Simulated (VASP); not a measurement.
Input of a VASP 6.6.1 run:

INCAR

```
PREC = Accurate
ENCUT = 600
EDIFF = 1E-6
ISMEAR = 0
SIGMA = 0.1
LREAL = F
LASPH = T
NELM = 80
ALGO = Fast
ISIF = 3
LWAVE = F
LCHARG = F
GGA = PE
IBRION = 2
NSW = 100
EDIFFG = -0.01
```

The input KPOINTS:

```
regular mesh
0
Gamma
  8 8 8
```

File POSCAR:

```
ZrTa3Nb
1.0
    4.8351988723      0.0000000000      0.0000000000
    0.0000000000      4.8351988723      0.0000000000
    0.0000000000      0.0000000000      4.8351988723
Zr Ta Nb
1 3 1
Direct
    0.5000000000      0.5000000000      0.5000000000
    0.0000000000      0.5000000000      0.5000000000
    0.5000000000      0.0000000000      0.5000000000
    0.5000000000      0.5000000000      0.0000000000
    0.0000000000      0.0000000000      0.0000000000
```

Potentials or basis: VASP PAW PBE potentials, release 64 (Zr_sv, Ta_pv, Nb_sv).

The run is started by

```bash
$ cat potpaw_PBE.64/Zr_sv/POTCAR potpaw_PBE.64/Ta_pv/POTCAR potpaw_PBE.64/Nb_sv/POTCAR > POTCAR
$ mpirun -np 1 vasp_std > vasp.out
```

(1) Estimate the relaxed volume.

(2) What does it give for the band gap on the k mesh?

Results:

(1) 22.47 Å³/atom.

(2) zero (bands 29 and 30 overlap by 0.24 eV).

Caveat: spin-orbit coupling is left out, which moves the levels of the heavy elements.
